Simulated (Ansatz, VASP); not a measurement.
# BN: VASP beside Ansatz

INCAR

```
SYSTEM = BN
PREC     = Accurate       ! precision mode
ENCUT    = 520            ! plane-wave cutoff, eV
EDIFF    = 1E-6           ! SCF threshold, eV
ISMEAR   = 0              ! smearing method
SIGMA    = 0.05           ! smearing width, eV
LREAL    = .FALSE.        ! projectors in reciprocal space
LASPH    = .TRUE.         ! aspherical terms in the spheres
NELM     = 60             ! most SCF steps
ALGO     = Normal         ! electronic algorithm
ISIF     = 2              ! what is computed and relaxed
LWAVE    = .FALSE.        ! write WAVECAR
LCHARG   = .FALSE.        ! write CHGCAR
GGA      = PE             ! functional
NBANDS   = 11             ! bands
```

Contents of KPOINTS:

```
Automatic mesh
0
G
  12 12 12
  0 0 0
```

POSCAR

```
BN
1.0
    0.0000000000      1.9284673328      1.8594806025
    1.8594806025      0.0000000000      1.8594806025
    1.8594806025      1.9284673328      0.0000000000
B N
1 1
Direct
    0.0000000000      0.0000000000      0.0000000000
    0.7500000000      0.7500000000      0.7500000000
```

Input for Ansatz:

```yaml
crystal:
  lattice:
    - [0.0, 1.9284673328, 1.8594806025]
    - [1.8594806025, 0.0, 1.8594806025]
    - [1.8594806025, 1.9284673328, 0.0]
  atoms:
    - { symbol: B, position: [0.0, 0.0, 0.0] }
    - { symbol: "N", position: [0.75, 0.75, 0.75] }
basis:
  ecutwfc: 520.0
kpoints:
  mp_grid: { grid: [12, 12, 12] }
hamiltonian:
  xc: pbe
scf:
  occupations: { method: gaussian, width: 0.05 }
output:
  forces: true
  stress: true
  eigenvalues: true
  write_density: true
  write_potential: true
  elf: true
  volumetric_format: npy
```

Alike in both runs: task single point; functional PBE; k mesh 12 × 12 × 12; occupations gaussian, width 0.05 eV; no spin polarisation.

|  | VASP | Ansatz |
| --- | --- | --- |
| version | VASP 6.6.1 | Ansatz 0.2.0 |
| potentials or method | VASP PAW PBE potentials, release 64 (B, N), cutoff 520 eV | scalar-relativistic, plane waves, PAW |
| valence electrons in the cell | 8 | 8 |

VASP gave:

| Quantity | Value |
| --- | --- |
| gap on the k mesh at the Fermi level (eV) | 4.03 |
| least direct gap on the mesh (eV) | 8.05 |

Task: What did Ansatz give for the same quantities?

Result: gap on the k mesh at the Fermi level (eV): 4.03; least direct gap on the mesh (eV): 8.06.
